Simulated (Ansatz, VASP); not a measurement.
## Two plane-wave programs on KTaO3

```
K Ta O
1.0
     4.03952    0.00000    0.00000
     0.00000    4.03952    0.00000
     0.00000    0.00000    7.77173
K Ta O
2 2 6
Direct
  0.50000 0.50000 0.27883
  0.50000 0.50000 0.72117
  0.00000 0.00000 0.00000
  0.00000 0.00000 0.50000
  0.50000 0.00000 0.00000
  0.50000 0.00000 0.50000
  0.00000 0.50000 0.00000
  0.00000 0.50000 0.50000
  0.00000 0.00000 0.23761
  0.00000 0.00000 0.76239
```

Alike in both runs: task single point; functional PBE; k mesh 4 × 4 × 2; occupations gaussian, width 0.1 eV; no spin polarisation.

|  | VASP | Ansatz |
| --- | --- | --- |
| version | VASP 6.6.1 | Ansatz 0.2.0 |
| potentials or method | VASP PAW PBE potentials, release 64 (K_sv, Ta_pv, O), cutoff 520 eV | scalar-relativistic, plane waves, PAW |
| valence electrons in the cell | 76 | 80 |

```csv
,VASP,Ansatz,Ansatz less VASP
gap on the k mesh at the Fermi level (eV),0.32,0.35,+0.026
least direct gap on the mesh (eV),1.11,1.12,+0.016
pressure (GPa),9.6,8.8,-0.76
"traceless stress, the component that is largest in VASP (GPa)",13.09,12.84,-0.241
rms of the force components (eV/Å),1.645,1.621,-0.0235
```

Atom by atom the forces differ by 0.024 eV/Å (rms over components). The functional is the same, so the differences come from potentials, cutoffs and numerics. VASP's potentials hold 76 valence electrons a cell and Ansatz's 80, so a difference there can come from the potentials and not from the codes.

Spin-orbit coupling is off throughout.
